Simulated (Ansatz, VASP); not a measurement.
One calculation of SiC, two programs

```xyz
2
Lattice="0.0000 2.0301 2.0301 2.0301 0.0000 2.0301 2.0301 2.0301 0.0000" Properties=species:S:1:pos:R:3 pbc="T T T"
C     0.0000    0.0000    0.0000
Si    2.0301    2.0301    2.0301
```

Alike in both runs: task single point; functional r2SCAN; k mesh 18 × 18 × 18; occupations gaussian, width 0.05 eV; no spin polarisation.

|  | VASP | Ansatz |
| --- | --- | --- |
| version | VASP 6.6.1 | Ansatz 0.2.0 |
| potentials or method | VASP PAW PBE potentials, release 64 (C, Si), cutoff 520 eV | scalar-relativistic, plane waves, PAW |
| valence electrons in the cell | 8 | 8 |

Ansatz gave:

| Property | Result |
| --- | --- |
| gap on the k mesh at the Fermi level (eV) | none |
| pressure (GPa) | -6.0 |

Problem. Which values does VASP return?

Solution. gap on the k mesh at the Fermi level (eV): none; pressure (GPa): -5.7.

VASP's potentials were made for PBE, not for r2SCAN. A gap of «none» marks a metal or a gap that the smearing closes.
